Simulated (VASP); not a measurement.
Crystal: Ti2Co.

```
CELL_PARAMETERS angstrom
0.00000 3.36500 3.36500
3.36500 0.00000 3.36500
3.36500 3.36500 0.00000
ATOMIC_POSITIONS crystal
Ti 0.12500 0.12500 0.12500
Ti 0.62500 0.12500 0.12500
Ti 0.12500 0.12500 0.62500
Ti 0.12500 0.62500 0.12500
Co 0.50000 0.50000 0.50000
Co 0.75000 0.75000 0.75000
```

Base run:

```yaml
Program: VASP 6.6.1
Functional: r2SCAN
Potentials_or_basis: VASP PAW PBE potentials, release 64 (Ti_sv, Co)
Cutoff: 520 eV
k_mesh: 5 × 5 × 5
Occupations: gaussian, width 0.2 eV
Spin: collinear spin, ferromagnetic start
Starting_moments: "[0.19, 0.19, 0.19, 0.19, 1.58, 1.58] μB"
```

Its results: pressure 25.0 GPa; net moment 3.42 μB per cell; site moments Ti +0.24; Co +1.38 μB.

Problem. The run is repeated on the same cell with these changes: occupations from gaussian, width 0.2 eV to gaussian, width 0.05 eV. What comes out?

Solution. Pressure 25.3 GPa; net moment 1.34 μB per cell; site moments Ti -0.27; Co +1.45 μB.

Caveats: the cell stands under pressure; the PAW data sets were made with another functional, which shifts forces and pressure a little.
